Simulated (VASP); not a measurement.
# WS2 in VASP: a series of runs

The runs below take WS2 through single point, with LDA.

All numbers are computed with VASP 6.6.1; they aren't measurements. Logs are shortened: lines on timing, memory, paths and dates and some standing lists are left out, and cuts for length are marked.

**1. The cell of the first run**

The cell holds a slab with vacuum, 3 atoms: a = 3.119 Å, b = 3.119 Å, c = 16.605 Å, α = 90.00°, β = 90.00°, γ = 120.00°.

**2. Single point, LDA**

Input file INCAR:

```
SYSTEM = WS2
  PREC = Accurate
  ENCUT = 520
  EDIFF = 1E-6
  ISMEAR = -1
  SIGMA = 0.05
  LREAL = .FALSE.
  LASPH = .TRUE.
  NELM = 80
  ALGO = Normal
  ISIF = 2
  LWAVE = .FALSE.
  LCHARG = .FALSE.
  NBANDS = 20
```

Input file KPOINTS:

```
Automatic mesh
0
G
  10 10 2
  0 0 0
```

Input file POSCAR:

```
WS2
1.0
    3.1185283984      0.0000000000      0.0000000000
   -1.5592641992      2.7007248154      0.0000000000
    0.0000000000      0.0000000000     16.6045506357
W S
1 2
Direct
    0.0000000000      0.0000000000      0.0000000000
    0.3333333333      0.6666666667      0.0920005100
    0.3333333333      0.6666666667      0.9079994900
```

Potentials or basis: VASP PAW LDA potentials, release 64 (W_sv, S).

The run is started by

```
$ cat potpaw_LDA.64/W_sv/POTCAR potpaw_LDA.64/S/POTCAR > POTCAR
$ mpirun -np 1 vasp_std > vasp.out
```

OUTCAR:

```text
SYSTEM = WS2
   PREC = Accurate
   ENCUT = 520
   EDIFF = 1E-6
   ISMEAR = -1
   LREAL = .FALSE.
   LASPH = .TRUE.
   NELM = 80
   ISIF = 2

 ion  position               nearest neighbor table
   1  0.000  0.000  0.000-   2 2.36   3 2.36   2 2.36   3 2.36   2 2.36   3 2.36
   2  0.333  0.667  0.092-   1 2.36   1 2.36   1 2.36
   3  0.333  0.667  0.908-   1 2.36   1 2.36   1 2.36

  LATTYP: Found a hexagonal cell.
 ALAT       =     3.1185283984
 C/A-ratio  =     5.3244827414

  Lattice vectors:

 A1 = (   3.1185283984,   0.0000000000,   0.0000000000)
 A2 = (  -1.5592641992,   2.7007248154,   0.0000000000)
 A3 = (   0.0000000000,   0.0000000000,  16.6045506357)

Analysis of symmetry for initial positions (statically):
=====================================================================
 Subroutine PRICEL returns:
 Original cell was already a primitive cell.

 Routine SETGRP: Setting up the symmetry group for a
 hexagonal supercell.

 Subroutine GETGRP returns: Found 12 space group operations
 (whereof 12 operations were pure point group operations)
 out of a pool of 24 trial point group operations.

The static configuration has the point symmetry D_3h.

Analysis of symmetry for dynamics (positions and initial velocities):
=====================================================================
 Subroutine PRICEL returns:
 Original cell was already a primitive cell.

 Routine SETGRP: Setting up the symmetry group for a
 hexagonal supercell.

 Subroutine GETGRP returns: Found 12 space group operations
 (whereof 12 operations were pure point group operations)
 out of a pool of 24 trial point group operations.

The dynamic configuration has the point symmetry D_3h.

 Subroutine INISYM returns: Found 12 space group operations
 (whereof 12 operations are pure point group operations),
 and found     1 'primitive' translations

----------------------------------------------------------------------------------------

                                     Primitive cell

  volume of cell :     139.8483

  direct lattice vectors                    reciprocal lattice vectors
     3.118528398  0.000000000  0.000000000     0.320664067  0.185135486  0.000000000
    -1.559264199  2.700724815  0.000000000     0.000000000  0.370270971  0.000000000
     0.000000000  0.000000000 16.604550636     0.000000000  0.000000000  0.060224454

[... 69 lines left out ...]
   total plane-waves  NPLWV =  72576
   dimension x,y,z NGX =    24 NGY =   24 NGZ =  126
   dimension x,y,z NGXF=    48 NGYF=   48 NGZF=  252
   ions per type =               1   2
   NGX,Y,Z   is equivalent  to a cutoff of  12.79, 12.79, 12.62 a.u.
   NGXF,Y,Z  is equivalent  to a cutoff of  25.59, 25.59, 25.23 a.u.
 SYSTEM =  WS2
   PREC   = accura    normal or accurate (medium, high low for compatibility)
   ISTART =      0    job   : 0-new  1-cont  2-samecut
   ICHARG =      2    charge: 1-file 2-atom 10-const
   ISPIN  =      1    spin polarized calculation?
   LNONCOLLINEAR =      F non collinear calculations
   LSORBIT =      F    spin-orbit coupling
   LASPH  =      T    aspherical Exc in radial PAW
   ENCUT  =  520.0 eV  38.22 Ry    6.18 a.u.   5.80  5.80 30.87*2*pi/ulx,y,z
   NELM   =     80;   NELMIN=  2; NELMDL= -5     # of ELM steps
   EDIFF  = 0.1E-05   stopping-criterion for ELM
   LREAL  =      F    real-space projection
[... 7 lines left out ...]
   TEBEG  =    0.0;   TEEND  =   0.0 temperature during run
   PSTRESS=    0.0 pullay stress
   NELECT =      26.0000    total number of electrons
   NUPDOWN=      -1.0000    fix difference up-down
   EMIN   =  10.00;   EMAX   =-10.00  energy-range for DOS
   EFERMI =   0.00;   METHOD = LEGACY
   ISMEAR =    -1;   SIGMA  =   0.05  broadening in eV -4-tet -1-fermi 0-gaus
   EFERMI_NEDOS =   21; number of points for ismear=-14 and -15
   IALGO  =     38    algorithm
   IMIX   =      4    mixing-type and parameters
     AMIX     =   0.40;   BMIX     =  1.00
     AMIX_MAG =   1.60;   BMIX_MAG =  1.00
  volume/ion in A,a.u.               =      46.62       314.58
  Fermi-wavevector in a.u.,A,eV,Ry     =   0.934359  1.765682 11.878238  0.873026
  Thomas-Fermi vector in A             =   2.061155
   LORBIT       =      0    0 simple, 1 ext, 2 COOP (PROOUT), +10 PAW based schemes
   GGA     = CA    functional components
   LHFCALC =     F    Hartree Fock is set to
   AEXX    =    0.0000 exact exchange contribution
   IVDW    =     0    specifies the selected vdW correction
   LEPSILON=     F    determine dielectric tensor
   LRPA    =     F    only Hartree local field effects (RPA)
 non-spin polarized calculation
  energy-cutoff  :      520.00
  volume of cell :      139.85
 maximum number of plane-waves:      3796
 NGX is ok and might be reduce to    24
   NGX = 11   NGY = 11   NGZ = 61

 number of electron      25.9999998 magnetization

 Free energy of the ion-electron system (eV)
  ---------------------------------------------------
  ext. energy  EPLUGINS =         0.00000000
  ---------------------------------------------------
  free energy    TOTEN  =       -26.12126085 eV

  energy without entropy =      -26.12126085  energy(sigma->0) =      -26.12126085

 E-fermi :  -0.0997     XC(G=0):  -4.7874

 val. band max:       -1.2138532641   @ k =   0.0000   0.0000   0.5000
 cond. band min:       0.9640162833   @ k =   0.3000   0.3000   0.5000
 fundamental gap:      2.1778695475
 Fermi energy:        -0.0996529762

 k-point     1 :       0.0000    0.0000    0.0000
  band No.  band energies     occupation
      1     -74.5629      2.00000
      2     -39.1532      2.00000
      3     -38.9295      2.00000
      4     -38.9295      2.00000
      5     -16.2323      2.00000
      6     -14.3413      2.00000
[... 541 lines left out ...]
     19       7.1855      0.00000
     20       7.2384      0.00000

 [... further k-points ...]
[... 5 lines left out ...]
  --------------------------------------------------------------------------------------
  -------------------------------------------------------------------------------------
  Total        1.2839425      1.2839425      2.5030771      0.0000000      0.0000000      0.0000000
  in kB       14.7095368     14.7095368     28.6765992      0.0000000      0.0000000      0.0000000
  external PRESSURE =      19.3652242 kB  Pullay stress =       0.0000000 kB

 VOLUME and BASIS-vectors are now :
 -----------------------------------------------------------------------------
  energy-cutoff  :      520.00
  volume of cell :      139.85
      direct lattice vectors                 reciprocal lattice vectors
     3.118528398  0.000000000  0.000000000     0.320664067  0.185135486  0.000000000
    -1.559264199  2.700724815  0.000000000     0.000000000  0.370270971  0.000000000
     0.000000000  0.000000000 16.604550636     0.000000000  0.000000000  0.060224454

 POSITION                                       TOTAL-FORCE (eV/Angst)
 -----------------------------------------------------------------------------------
      0.00000      0.00000      0.00000        -0.000000      0.000000      0.000000
     -0.00000      1.80048      1.52763        -0.000000     -0.000000      0.828484
     -0.00000      1.80048     15.07692         0.000000     -0.000000     -0.828484
 -----------------------------------------------------------------------------------
    total drift:                                0.000000     -0.000000     -0.000000

  FREE ENERGIE OF THE ION-ELECTRON SYSTEM (eV)
  ---------------------------------------------------
  free  energy   TOTEN  =       -26.1212608506 eV

  energy  without entropy=      -26.1212608505  energy(sigma->0) =      -26.12126085
```

OSZICAR:

```text
N       E                     dE             d eps       ncg     rms          rms(c)
DAV:   1     0.180328242102E+03    0.18033E+03   -0.12328E+04  1344   0.112E+03
DAV:   2    -0.135713986593E+02   -0.19390E+03   -0.18799E+03  1428   0.276E+02
DAV:   3    -0.271679230585E+02   -0.13597E+02   -0.13488E+02  1516   0.679E+01
[... 12 lines left out ...]
DAV:  16    -0.261211878003E+02   -0.66461E-04   -0.76393E-06  1296   0.958E-03    0.989E-03
DAV:  17    -0.261212213667E+02   -0.33566E-04   -0.30997E-06  1240   0.744E-03    0.371E-03
DAV:  18    -0.261212506972E+02   -0.29331E-04   -0.16293E-06  1040   0.395E-03    0.193E-03
DAV:  19    -0.261212584577E+02   -0.77605E-05   -0.51489E-07  1100   0.243E-03    0.134E-03
DAV:  20    -0.261212604216E+02   -0.19639E-05   -0.79507E-08  1000   0.896E-04    0.725E-04
DAV:  21    -0.261212608506E+02   -0.42899E-06   -0.11735E-08   804   0.453E-04
   1 F= -.26121261E+02 E0= -.26121261E+02  d E =-.118104E-09
```

Wall time 41 s (1 thread of Intel Xeon 6975P-C (Granite Rapids), shared host); peak memory 0.24 GiB.

What came out:

```
Free energy            : -26.1213 eV
Largest force          : 0.828 eV/Å
Band gap on the k mesh : 2.18 eV (least direct gap 2.33 eV)
```

Forces on the atoms (eV/Å):
```
W    0.000  0.000  0.000
S    0.000  0.000  0.828
S    0.000  0.000 -0.828
```

Caveat: there is no dipole correction, which matters where the two faces differ; spin-orbit coupling is left out, which moves the levels of the heavy elements.

**3. Single point, LDA**

This run uses another cell than the first one.

Input file INCAR:

```
SYSTEM = WS2
PREC = Accurate
ENCUT = 520
EDIFF = 1E-6
ISMEAR = -1
SIGMA = 0.05
LREAL = .False.
LASPH = .True.
NELM = 60
ALGO = Normal
ISIF = 2
LWAVE = .False.
LCHARG = .True.
LELF = .True.
LVHAR = .True.
NBANDS = 20
```

Input file KPOINTS:

```
Automatic mesh
0
Gamma
  10 10 2
  0 0 0
```

Input file POSCAR:

```
WS2
1.0
    3.1404905896      0.0000000000      0.0000000000
   -1.5702452948      2.7197446309      0.0000000000
    0.0000000000      0.0000000000     16.7214879437
W S
1 2
Direct
    0.0000000000      0.0000000000      0.0000000000
    0.3333333333      0.6666666667      0.0920005100
    0.3333333333      0.6666666667      0.9079994900
```

Potentials or basis: VASP PAW LDA potentials, release 64 (W_sv, S).

The run is started by

```
$ cat potpaw_LDA.64/W_sv/POTCAR potpaw_LDA.64/S/POTCAR > POTCAR
$ mpirun -np 1 vasp_std > vasp.out
```

Run time: 49 s. Hardware: 1 thread of Intel Xeon 6975P-C (Granite Rapids), shared host; peak memory 0.24 GiB.

The run converged. Its results:

```yaml
Free_energy: -26.1442 eV
Largest_force: 0.401 eV/Å
Band_gap_on_the_k_mesh: 2.11 eV (least direct gap 2.27 eV)
```

Forces in eV/Å, atoms in the order of the input:
```
W    0.000  0.000  0.000
S    0.000  0.000  0.401
S    0.000  0.000 -0.401
```

Levels at points of the mesh, in eV from the valence-band top:
```tsv
k point	band 10	band 11	band 12	band 13	band 14	band 15	band 16	band 17
(0.00, 0.00, 0.00)	-2.07	-1.65	-1.65	0.00	3.05	3.05	3.32	3.32
(0.50, 0.00, 0.00)	-3.52	-2.05	-1.19	-0.88	3.01	3.49	4.18	5.05
(0.00, 0.00, 0.50)	-2.07	-1.65	-1.65	0.00	3.05	3.05	3.32	3.32
(0.50, 0.00, 0.50)	-3.52	-2.05	-1.19	-0.88	3.01	3.49	4.18	5.05
```

Caveat: there is no dipole correction, which matters where the two faces differ; spin-orbit coupling is left out, which moves the levels of the heavy elements.
